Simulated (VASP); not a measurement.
## MgPbO2: single point with PBEsol

MgPbO2:

```
Mg Pb O
1.0
     3.23780    0.00000    0.00000
    -1.61890    2.80402    0.00000
     0.00000    0.00000   11.92195
Mg Pb O
2 2 4
Direct
  0.33333 0.66667 0.25000
  0.66667 0.33333 0.75000
  0.00000 0.00000 0.50000
  0.00000 0.00000 0.00000
  0.33333 0.66667 0.85387
  0.66667 0.33333 0.14613
  0.66667 0.33333 0.35387
  0.33333 0.66667 0.64613
```

```yaml
Program: VASP 6.6.1
Task: single point
Functional: PBEsol
Potentials_or_basis: VASP PAW PBE potentials, release 64 (Mg, Pb_d, O)
Cutoff: 600 eV
k_mesh: 9 × 9 × 2
Occupations: fermi-dirac, width 0.03 eV
Spin: no spin polarisation
```

```yaml
Pressure: -0.3 GPa
Largest_force: 0.029 eV/Å
Band_gap_on_the_k_mesh: 0.15 eV (least direct gap 0.81 eV)
```

Forces in eV/Å, atoms in the order of the input:
```
Mg   0.000  0.000  0.000
Mg   0.000  0.000  0.000
Pb   0.000  0.000  0.000
Pb   0.000  0.000  0.000
O    0.000  0.000 -0.029
O    0.000  0.000  0.029
O    0.000  0.000 -0.029
O    0.000  0.000  0.029
```

Levels at points of the mesh, in eV from the valence-band top:
| k point | band 26 | band 27 | band 28 | band 29 | band 30 | band 31 |
| --- | --- | --- | --- | --- | --- | --- |
| (0.00, 0.00, 0.00) | -1.66 | -1.66 | -0.11 | 0.75 | 2.48 | 4.12 |
| (0.00, 0.00, 0.50) | -1.74 | -1.17 | -1.17 | 1.64 | 1.64 | 5.30 |

It took 3.2 min on 1 thread of Oxide Virtual Turin-like Processor, on a shared host, peak memory 0.28 GiB.

Caveat: the PAW data sets were made with another functional, which shifts forces and pressure a little; spin-orbit coupling is left out, which moves the levels of the heavy elements. A k mesh can miss the band edges.
